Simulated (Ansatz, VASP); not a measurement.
## Two plane-wave programs on SiC

The input POSCAR:

```
SiC
1.0
    0.0000000000      2.1740000000      2.1740000000
    2.1740000000      0.0000000000      2.1740000000
    2.1740000000      2.1740000000      0.0000000000
Si C
1 1
Direct
    0.0689972401      0.0689972401     -0.1665740728
    0.7500000000      0.7500000000      0.7500000000
```

INCAR.step1

```
PREC = Accurate ; ENCUT = 520
ISMEAR = 0 ; SIGMA = 0.05
LREAL = F ; LASPH = T
NELM = 60 ; NBANDS = 11
GGA = PE ; ALGO = Normal
EDIFF = 1E-4 ; LWAVE = T
LCHARG = F
```

Contents of INCAR.step2:

```
PREC = Accurate ; ENCUT = 520
EDIFF = 1E-6 ; ISMEAR = 0
SIGMA = 0.05 ; LREAL = F
LASPH = T ; NELM = 60
ALGO = Normal ; ISIF = 2
LWAVE = F ; LCHARG = T
METAGGA = R2SCAN ; LMIXTAU = T
LELF = T ; LVHAR = T
NBANDS = 11 ; ISTART = 1
```

The input KPOINTS:

```
Automatic mesh
0
Gamma
  12 12 12
```

Input for Ansatz:

```yaml
crystal:
  lattice:
    - [0.0, 2.174, 2.174]
    - [2.174, 0.0, 2.174]
    - [2.174, 2.174, 0.0]
  atoms:
    - { symbol: Si, position: [0.0689972401, 0.0689972401, -0.1665740728] }
    - { symbol: C, position: [0.75, 0.75, 0.75] }
basis:
  ecutwfc: 500
kpoints:
  mp_grid: { grid: [12, 12, 12] }
hamiltonian:
  xc: r2scan
scf:
  occupations: { method: gaussian, width: 0.05 }
output:
  forces: true
  stress: true
  eigenvalues: true
```

Alike in both runs: task single point; functional r2SCAN; k mesh 12 × 12 × 12; occupations gaussian, width 0.05 eV; no spin polarisation.

|  | VASP | Ansatz |
| --- | --- | --- |
| version | VASP 6.6.1 | Ansatz 0.2.0 |
| potentials or method | VASP PAW PBE potentials, release 64 (Si, C), cutoff 520 eV | scalar-relativistic, plane waves, PAW |
| valence electrons in the cell | 8 | 8 |

```csv
,VASP,Ansatz,Ansatz less VASP
gap on the k mesh at the Fermi level (eV),none,none,-
pressure (GPa),12.5,12.8,+0.31
"traceless stress, the component that is largest in VASP (GPa)",-8.45,-8.65,-0.192
rms of the force components (eV/Å),2.064,2.067,+0.0029
```

VASP's potentials were made for PBE, not for r2SCAN. Atom by atom the forces differ by 0.005 eV/Å (rms over components). A gap of «none» marks a metal or a gap that the smearing closes. The functional is the same, so the differences come from potentials, cutoffs and numerics.
